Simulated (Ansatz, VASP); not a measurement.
One calculation of TiNi, two programs

```
Ti Ni
1.0
     2.98858    0.00000    0.00000
     0.00000    2.98858    0.00000
     0.00000    0.00000    2.98858
Ti Ni
1 1
Direct
  0.50000 0.50000 0.50000
  0.00000 0.00000 0.00000
```

Alike in both runs: functional r2SCAN; k mesh 14 × 14 × 14; occupations gaussian, width 0.1 eV; collinear spin.

Ansatz relaxed the structure, and its values are those at the end. VASP's run is a single point on that final structure, the one shown.

|  | VASP | Ansatz |
| --- | --- | --- |
| version | VASP 6.6.1 | Ansatz 0.2.0 |
| potentials or method | VASP PAW PBE potentials, release 64 (Ti_sv, Ni), cutoff 520 eV | scalar-relativistic, plane waves, PAW |
| valence electrons in the cell | 22 | 30 |

|  | VASP | Ansatz | Ansatz less VASP |
| --- | --- | --- | --- |
| gap on the k mesh at the Fermi level (eV) | none | none | - |
| pressure (GPa) | 0.5 | 0.0 | -0.54 |
| net moment per atom (μB) | 0.00 | 0.00 | 0.000 |

VASP's potentials were made for PBE, not for r2SCAN. A gap of «none» marks a metal or a gap that the smearing closes. VASP's potentials hold 22 valence electrons a cell and Ansatz's 30, so a difference there can come from the potentials and not from the codes. Ansatz's warnings: seeded moment not kept.
